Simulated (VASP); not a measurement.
Runs of VASP 6.6.1 on MgO. The structure is that of space group Fm-3m (No. 225), or close to it. The cells are those of the table. 

| task | level | potentials or basis | cell | cutoff (eV) | smearing | second run | ions in elastic constants | gap on the mesh (eV) | pressure (GPa) |
| --- | --- | --- | --- | --- | --- | --- | --- | --- | --- |
| single point | PBE | VASP PAW PBE potentials, release 64 (Mg, O) | a = 3.067 Å, angles 60.0°, 2 atoms | 520 | gaussian 0.02 eV | - | - | 3.92 | -8.4 |
| single point | PBE | VASP PAW PBE potentials, release 64 (Mg, O) | a = 3.008 Å, angles 60.0°, 2 atoms | 520 | gaussian 0.02 eV | - | - | (a) | -0.7 |
| single point | r2SCAN | VASP PAW PBE potentials, release 64 (Mg, O) | a = 3.008 Å, angles 60.0°, 2 atoms | 520 | gaussian 0.02 eV | - | - | 5.31 | -6.6 |
| single point | PBE | VASP PAW PBE potentials, release 64 (Mg, O) | a = 3.038 Å, angles 60.0°, 2 atoms | 520 | gaussian 0.02 eV | - | - | 4.17 | -4.9 |
| single point | PBE | VASP PAW PBE potentials, release 64 (Mg, O) | a = 2.915 Å, angles 60.0°, 2 atoms | 520 | gaussian 0.02 eV | - | - | 5.38 | 16.4 |
| single point | r2SCAN | VASP PAW PBE potentials, release 64 (Mg_sv, O) | a = 3.008 Å, angles 60.0°, 2 atoms | 660 | gaussian 0.02 eV | valence_matched | - | (c) | -5.5 |
| single point | PBE | VASP PAW PBE potentials, release 64 (Mg, O) | a = 3.008 Å, angles 60.0°, 2 atoms | 600 | gaussian 0.01 eV | - | - | 4.45 | (b) |

Alike in all rows: no spin polarisation; k mesh 10 × 10 × 10.

**Question.** Estimate the missing entries.

**Answer.** (a) 4.44; (b) -1.0; (c) 5.37.

Caveats: the PAW data sets were made with another functional, which shifts forces and pressure a little (some runs).

The runs don't all hold the same shells in valence.
